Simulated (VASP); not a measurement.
Runs of VASP 6.6.1 on Fe2Ge. The structure is that of space group P6_3/mmc (No. 194), or close to it. The cells are those of the table. 

```tsv
level	potentials or basis	cell	cutoff (eV)	gap on the mesh (eV)	pressure (GPa)	moment (μB)
PBEsol	VASP PAW PBE potentials, release 64 (Ge_d, Fe)	a = 4.133, b = 4.133, c = 5.009 Å, angles 90.0, 90.0, 120.0°, 6 atoms	520	none	(a)	(b)
LDA	VASP PAW LDA potentials, release 64 (Ge_d, Fe)	a = 4.133, b = 4.133, c = 5.009 Å, angles 90.0, 90.0, 120.0°, 6 atoms	600	none	(c)	6.87
PBEsol	VASP PAW PBE potentials, release 64 (Ge_d, Fe)	a = 4.056, b = 4.056, c = 4.911 Å, angles 90.0, 90.0, 120.0°, 6 atoms	520	none	0.4	7.00
LDA	VASP PAW LDA potentials, release 64 (Ge_d, Fe)	a = 4.007, b = 4.007, c = 4.832 Å, angles 90.0, 90.0, 120.0°, 6 atoms	600	none	0.1	5.80
```

Alike in all rows: task single point; spin collinear, ferromagnetic start; k mesh 8 × 8 × 6; smearing fermi-dirac 0.05 eV.

**Question.** Estimate the missing entries.

**Answer.** (a) -8.7; (b) 7.62; (c) -16.6.

Caveats: the PAW data sets were made with another functional, which shifts forces and pressure a little (some runs).

A k mesh can miss the band edges, and the runs leave out spin-orbit coupling on Ge.

A gap of «none» marks levels without a gap at the run's occupations.
